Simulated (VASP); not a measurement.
# C (Fd-3m) in VASP: a series of runs, part 2 of 3

VASP 6.6.1. The steps go on from the part before.

## (3) Single point, LDA (volume 5.902 Å^3 an atom, c/a of the conventional cell 1.0000)

Input file INCAR:

```
SYSTEM = C
ALGO     = Normal         ! electronic algorithm
EDIFF    = 1E-7           ! SCF threshold, eV
ENCUT    = 520            ! plane-wave cutoff, eV
GGA      = CA             ! functional
ISIF     = 2              ! what is computed and relaxed
ISMEAR   = 0              ! smearing method
LASPH    = .True.         ! aspherical terms in the spheres
LCHARG   = .False.        ! write CHGCAR
LREAL    = .False.        ! projectors in reciprocal space
LWAVE    = .False.        ! write WAVECAR
NBANDS   = 11             ! bands
NELM     = 100            ! most SCF steps
PREC     = Accurate       ! precision mode
SIGMA    = 0.05           ! smearing width, eV
```

Input file KPOINTS:

```
k-points
0
Gamma
  12 12 12
  0 0 0
```

Input file POSCAR:

```
C
1.0
    0.0000000000      1.8071730235      1.8071730235
    1.8071730235      0.0000000000      1.8071730235
    1.8071730235      1.8071730235      0.0000000000
C
2
Direct
    0.5000000000      0.5000000000      0.5000000000
    0.7500000000      0.7500000000      0.7500000000
```

Potentials or basis: VASP PAW LDA potentials, release 64 (C).

Command:

```
> cat potpaw_LDA.64/C/POTCAR > POTCAR
> mpirun -np 1 vasp_std > vasp.out
```

OUTCAR:

```text
SYSTEM = C
   EDIFF = 1E-7
   ENCUT = 520
   GGA = CA
   ISIF = 2
   ISMEAR = 0
   LASPH = .True.
   LREAL = .False.
   NELM = 100
   PREC = Accurate

 ion  position               nearest neighbor table
   1  0.500  0.500  0.500-   2 1.57   2 1.57   2 1.57   2 1.57
   2  0.750  0.750  0.750-   1 1.57   1 1.57   1 1.57   1 1.57

  LATTYP: Found a face centered cubic cell.
 ALAT       =     3.6143460470

  Lattice vectors:

 A1 = (   0.0000000000,   1.8071730235,   1.8071730235)
 A2 = (   1.8071730235,   0.0000000000,   1.8071730235)
 A3 = (   1.8071730235,   1.8071730235,   0.0000000000)

Analysis of symmetry for initial positions (statically):
=====================================================================
 Subroutine PRICEL returns:
 Original cell was already a primitive cell.

 Routine SETGRP: Setting up the symmetry group for a
 face centered cubic supercell.

 Subroutine GETGRP returns: Found 48 space group operations
 (whereof 24 operations were pure point group operations)
 out of a pool of 48 trial point group operations.

The static configuration has the point symmetry T_d .
 The point group associated with its full space group is O_h .

Analysis of symmetry for dynamics (positions and initial velocities):
=====================================================================
 Subroutine PRICEL returns:
 Original cell was already a primitive cell.

 Routine SETGRP: Setting up the symmetry group for a
 face centered cubic supercell.

 Subroutine GETGRP returns: Found 48 space group operations
 (whereof 24 operations were pure point group operations)
 out of a pool of 48 trial point group operations.

The dynamic configuration has the point symmetry T_d .
 The point group associated with its full space group is O_h .

 Subroutine INISYM returns: Found 48 space group operations
 (whereof 24 operations are pure point group operations),
 and found     1 'primitive' translations

----------------------------------------------------------------------------------------

                                     Primitive cell

  volume of cell :      11.8040

  direct lattice vectors                    reciprocal lattice vectors
     0.000000000  1.807173024  1.807173024    -0.276675223  0.276675223  0.276675223
     1.807173024  0.000000000  1.807173024     0.276675223 -0.276675223  0.276675223
     1.807173024  1.807173024  0.000000000     0.276675223  0.276675223 -0.276675223

  length of vectors
     2.555728599  2.555728599  2.555728599     0.479215544  0.479215544  0.479215544

  position of ions in fractional coordinates (direct lattice)
     0.500000000  0.500000000  0.500000000
     0.750000000  0.750000000  0.750000000

  ion indices of the primitive-cell ions
   primitive index   ion index
                 1           1
                 2           2

----------------------------------------------------------------------------------------

 KPOINTS: k-points

Automatic generation of k-mesh.
 Grid dimensions read from file:
 generate k-points for:   12   12   12

 Generating k-lattice:

  Cartesian coordinates                     Fractional coordinates (reciprocal lattice)
    -0.023056269  0.023056269  0.023056269     0.083333333  0.000000000  0.000000000
     0.023056269 -0.023056269  0.023056269     0.000000000  0.083333333  0.000000000
     0.023056269  0.023056269 -0.023056269     0.000000000  0.000000000  0.083333333

  Length of vectors
     0.039934629  0.039934629  0.039934629

  Shift w.r.t. Gamma in fractional coordinates (k-lattice)
     0.000000000  0.000000000  0.000000000

 Subroutine IBZKPT returns following result:
 ===========================================

 Found     72 irreducible k-points:

 Following reciprocal coordinates:
            Coordinates               Weight
  0.000000  0.000000  0.000000      1.000000
  0.083333  0.000000  0.000000      8.000000
  0.166667  0.000000  0.000000      8.000000
  0.250000  0.000000  0.000000      8.000000
  0.333333  0.000000  0.000000      8.000000
  0.416667  0.000000  0.000000      8.000000
[... 16 lines left out ...]
  0.500000  0.166667  0.000000     24.000000
 -0.416667  0.166667  0.000000     24.000000
 [... further k-points ...]
   k-points           NKPTS =     72   k-points in BZ     NKDIM =     72   number of bands    NBANDS=     11
   number of dos      NEDOS =    301   number of ions     NIONS =      2
   total plane-waves  NPLWV =   8000
   dimension x,y,z NGX =    20 NGY =   20 NGZ =   20
   dimension x,y,z NGXF=    40 NGYF=   40 NGZF=   40
   ions per type =               2
   NGX,Y,Z   is equivalent  to a cutoff of  13.01, 13.01, 13.01 a.u.
   NGXF,Y,Z  is equivalent  to a cutoff of  26.02, 26.02, 26.02 a.u.
 SYSTEM =  C
   PREC   = accura    normal or accurate (medium, high low for compatibility)
   ISTART =      0    job   : 0-new  1-cont  2-samecut
   ICHARG =      2    charge: 1-file 2-atom 10-const
   ISPIN  =      1    spin polarized calculation?
   LNONCOLLINEAR =      F non collinear calculations
   LSORBIT =      F    spin-orbit coupling
   LASPH  =      T    aspherical Exc in radial PAW
   ENCUT  =  520.0 eV  38.22 Ry    6.18 a.u.   4.75  4.75  4.75*2*pi/ulx,y,z
   NELM   =    100;   NELMIN=  2; NELMDL= -5     # of ELM steps
   EDIFF  = 0.1E-06   stopping-criterion for ELM
   LREAL  =      F    real-space projection
   EDIFFG = 0.1E-05   stopping-criterion for IOM
   NSW    =      0    number of steps for IOM
   IBRION =     -1    ionic relax: 0-MD 1-quasi-New 2-CG
   NFREE  =      0    steps in history (QN), initial steepest desc. (CG)
   ISIF   =      2    stress and relaxation
   ISYM   =      2    0-nonsym 1-usesym 2-fastsym
   POTIM  = 0.5000    time-step for ionic-motion
   TEBEG  =    0.0;   TEEND  =   0.0 temperature during run
   PSTRESS=    0.0 pullay stress
   NELECT =       8.0000    total number of electrons
   NUPDOWN=      -1.0000    fix difference up-down
   EMIN   =  10.00;   EMAX   =-10.00  energy-range for DOS
   EFERMI =   0.00;   METHOD = LEGACY
   ISMEAR =     0;   SIGMA  =   0.05  broadening in eV -4-tet -1-fermi 0-gaus
   EFERMI_NEDOS =   21; number of points for ismear=-14 and -15
   IALGO  =     38    algorithm
   IMIX   =      4    mixing-type and parameters
     AMIX     =   0.40;   BMIX     =  1.00
     AMIX_MAG =   1.60;   BMIX_MAG =  1.00
  volume/ion in A,a.u.               =       5.90        39.83
  Fermi-wavevector in a.u.,A,eV,Ry     =   1.438010  2.717444 28.135098  2.067871
  Thomas-Fermi vector in A             =   2.557024
   LORBIT       =      0    0 simple, 1 ext, 2 COOP (PROOUT), +10 PAW based schemes
   GGA     = CA    functional components
   LHFCALC =     F    Hartree Fock is set to
   AEXX    =    0.0000 exact exchange contribution
   IVDW    =     0    specifies the selected vdW correction
   LEPSILON=     F    determine dielectric tensor
   LRPA    =     F    only Hartree local field effects (RPA)
 non-spin polarized calculation
 Gauss-broadening in eV      SIGMA  =   0.05
  energy-cutoff  :      520.00
  volume of cell :       11.80
 maximum number of plane-waves:       332
   NGX =  9   NGY =  9   NGZ =  9

 number of electron       8.0000001 magnetization

 Free energy of the ion-electron system (eV)
  ---------------------------------------------------
  ext. energy  EPLUGINS =         0.00000000
  ---------------------------------------------------
  free energy    TOTEN  =       -20.17951926 eV

  energy without entropy =      -20.17951926  energy(sigma->0) =      -20.17951926

 E-fermi :   9.4647     XC(G=0): -13.3082

 val. band max:        9.1501804098   @ k =   0.0000   0.0000   0.0000
 cond. band min:      13.1757581829   @ k =   0.3333   0.3333   0.0000
 fundamental gap:      4.0255777730
 Fermi energy:         9.4646776659

 k-point     1 :       0.0000    0.0000    0.0000
  band No.  band energies     occupation
      1     -11.6457      2.00000
      2       9.1502      2.00000
      3       9.1502      2.00000
      4       9.1502      2.00000
      5      14.5810      0.00000
      6      14.5810      0.00000
      7      14.5810      0.00000
      8      21.8106      0.00000
      9      27.6414      0.00000
     10      35.3406      0.00000
     11      35.3406      0.00000
[... 309 lines left out ...]
 k-point    24 :      -0.4167    0.1667    0.0000
  band No.  band energies     occupation
      1      -5.6346      2.00000
      2      -2.9560      2.00000
      3       3.8797      2.00000
      4       5.7060      2.00000
      5      16.4518      0.00000
      6      19.0380      0.00000
      7      19.8920      0.00000
      8      23.9228      0.00000
      9      27.8523      0.00000
     10      32.6647      0.00000
     11      32.7615      0.00000

 [... further k-points ...]
[... 5 lines left out ...]
  --------------------------------------------------------------------------------------
  -------------------------------------------------------------------------------------
  Total       -2.0094630     -2.0094630     -2.0094630      0.0000000      0.0000000     -0.0000000
  in kB     -272.7478815   -272.7478815   -272.7478815      0.0000000      0.0000000     -0.0000000
  external PRESSURE =    -272.7478815 kB  Pullay stress =       0.0000000 kB

 VOLUME and BASIS-vectors are now :
 -----------------------------------------------------------------------------
  energy-cutoff  :      520.00
  volume of cell :       11.80
      direct lattice vectors                 reciprocal lattice vectors
     0.000000000  1.807173024  1.807173024    -0.276675223  0.276675223  0.276675223
     1.807173024  0.000000000  1.807173024     0.276675223 -0.276675223  0.276675223
     1.807173024  1.807173024  0.000000000     0.276675223  0.276675223 -0.276675223

 POSITION                                       TOTAL-FORCE (eV/Angst)
 -----------------------------------------------------------------------------------
      1.80717      1.80717      1.80717         0.000000      0.000000      0.000000
      2.71076      2.71076      2.71076        -0.000000     -0.000000     -0.000000
 -----------------------------------------------------------------------------------
    total drift:                                0.000000     -0.000000      0.000000

  FREE ENERGIE OF THE ION-ELECTRON SYSTEM (eV)
  ---------------------------------------------------
  free  energy   TOTEN  =       -20.1795192590 eV

  energy  without entropy=      -20.1795192590  energy(sigma->0) =      -20.17951926
```

It took 6.3 s on 1 thread of AMD EPYC 7R13 (Zen 3), shared host; peak memory 0.08 GiB.

Results:

| Property | Result |
| --- | --- |
| Free energy | -20.1795 eV |
| Pressure | -27.3 GPa |
| Band gap on the k mesh | 4.03 eV, indirect (least direct gap 5.43 eV) |

Levels at points of the mesh, in eV from the valence-band top:
```csv
k point,band 1,band 2,band 3,band 4,band 5,band 6,band 7,band 8
"(0.00, 0.00, 0.00)",-20.80,0.00,0.00,0.00,5.43,5.43,5.43,12.66
"(0.50, 0.00, 0.00)",-15.18,-12.93,-2.69,-2.69,8.21,8.21,8.47,15.04
"(0.50, 0.50, 0.00)",-12.33,-12.33,-6.06,-6.06,4.61,4.61,16.03,16.03
```

 A k mesh can miss the band edges.

[end of part 2 of 3]
